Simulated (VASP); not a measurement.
Set up this calculation in VASP 6.6.1, as the native input.

```
Task                   : single point
Functional             : PBE
Potentials or basis    : VASP PAW PBE potentials, release 64 (Ce, O)
Cutoff                 : 520 eV
k mesh                 : 9 × 9 × 9
Occupations            : fermi-dirac, width 0.0612256 eV
Spin                   : no spin polarisation
Dipole correction      : no
Further INCAR settings : ALGO = Normal; EDIFF = 1e-06; NBANDS = 23
```

The structure of CeO3 (ReO3 type) lies in POSCAR:

```
CeO3
1.0
    4.3956921336      0.0000000000      0.0000000000
    0.0000000000      4.3956921336      0.0000000000
    0.0000000000      0.0000000000      4.3956921336
Ce O
1 3
Direct
    0.0000000000      0.0000000000      0.0000000000
    0.5000000000      0.0000000000      0.0000000000
    0.0000000000      0.5000000000      0.0000000000
    0.0000000000      0.0000000000      0.5000000000
```

These files were run (other wordings do the same):

INCAR

```
SYSTEM = CeO3
PREC     = Accurate       ! precision mode
ENCUT    = 520            ! plane-wave cutoff, eV
EDIFF    = 1E-6           ! SCF threshold, eV
ISMEAR   = -1             ! smearing method
SIGMA    = 0.06122561905347299 ! smearing width, eV
LREAL    = .FALSE.        ! projectors in reciprocal space
LASPH    = .TRUE.         ! aspherical terms in the spheres
NELM     = 80             ! most SCF steps
ALGO     = Normal         ! electronic algorithm
ISIF     = 2              ! what is computed and relaxed
LWAVE    = .FALSE.        ! write WAVECAR
LCHARG   = .TRUE.         ! write CHGCAR
GGA      = PE             ! functional
LELF     = .TRUE.         ! ELF
LVHAR    = .TRUE.       
NBANDS   = 23             ! bands
```

KPOINTS

```
regular mesh
0
G
  9 9 9
  0 0 0
```

Potentials or basis: VASP PAW PBE potentials, release 64 (Ce, O).

Launch:

```console
$ cat potpaw_PBE.64/Ce/POTCAR potpaw_PBE.64/O/POTCAR > POTCAR
$ mpirun -np 1 vasp_std > vasp.out
```

It gave:

```yaml
Pressure: -1.9 GPa
Band_gap_on_the_k_mesh: zero (band 15 reaches -0.89 eV, above the bottom of band 16 at -1.43 eV)
```

Caveat: spin-orbit coupling is left out, which moves the levels of the heavy elements; the run has no spin polarisation, though such a crystal can be magnetic; without U or exact exchange the open f shell lies at the Fermi level, which spoils levels, moments and volumes.

Run time: 72 s on 1 thread of Intel(R) Xeon(R) Platinum 8488C (Sapphire Rapids), on a shared host, peak memory 0.24 GiB.
